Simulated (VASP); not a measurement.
Set up this calculation in VASP 6.6.1, as the native input.

- Task: single point
- Functional: PBE
- Potentials or basis: VASP PAW PBE potentials, release 64 (Cu)
- Cutoff: 520 eV
- k mesh: 9 × 9 × 1
- Occupations: gaussian, width 0.1 eV
- Spin: no spin polarisation
- Dipole correction: yes
- Further INCAR settings: LREAL = Auto; ALGO = Normal; EDIFF = 1e-07; NBANDS = 102

The structure of Cu lies in POSCAR:

```
Cu
1.0
    5.1123820280      0.0000000000      0.0000000000
    2.5561910140      4.4274527101      0.0000000000
    0.0000000000      0.0000000000     24.2613636694
Cu
16
Direct
    0.0000000000      0.0000000000      0.3709601868
    0.5000000000      0.0000000000      0.3709601868
    0.0000000000      0.5000000000      0.3709601868
    0.5000000000      0.5000000000      0.3709601868
    0.1666666667      0.1666666667      0.4569867289
    0.6666666667      0.1666666667      0.4569867289
    0.1666666667      0.6666666667      0.4569867289
    0.6666666667      0.6666666667      0.4569867289
   -0.1666666667      0.3333333333      0.5426020701
    0.3333333333      0.3333333333      0.5426020701
   -0.1666666667      0.8333333333      0.5426020701
    0.3333333333      0.8333333333      0.5426020701
    0.0000000000      0.0000000000      0.6279006932
    0.5000000000      0.0000000000      0.6279006932
    0.0000000000      0.5000000000      0.6279006932
    0.5000000000      0.5000000000      0.6279006932
```

The input as run:

INCAR

```
PREC = Accurate ; ENCUT = 520
EDIFF = 1E-7 ; ISMEAR = 0
SIGMA = 0.1 ; LREAL = Auto
LASPH = T ; NELM = 100
ALGO = Normal ; ISIF = 2
LWAVE = F ; LCHARG = F
LDIPOL = T ; IDIPOL = 3
DIPOL = 0.5 0.5 0.500 ; GGA = PE
NBANDS = 102
```

KPOINTS

```
Automatic mesh
0
Gamma
  9 9 1
```

Potentials or basis: VASP PAW PBE potentials, release 64 (Cu).

The run is started by

```console
$ cat potpaw_PBE.64/Cu/POTCAR > POTCAR
$ mpirun -np 1 vasp_std > vasp.out
```

Results of the run:

The largest force is 0.066 eV/Å and the band gap on the k mesh is zero (bands 88 and 89 overlap by 0.66 eV).

Wall time 21 min on 1 thread of Intel(R) Xeon(R) 6975P-C (Granite Rapids) (shared host), peak memory 0.8 GiB.
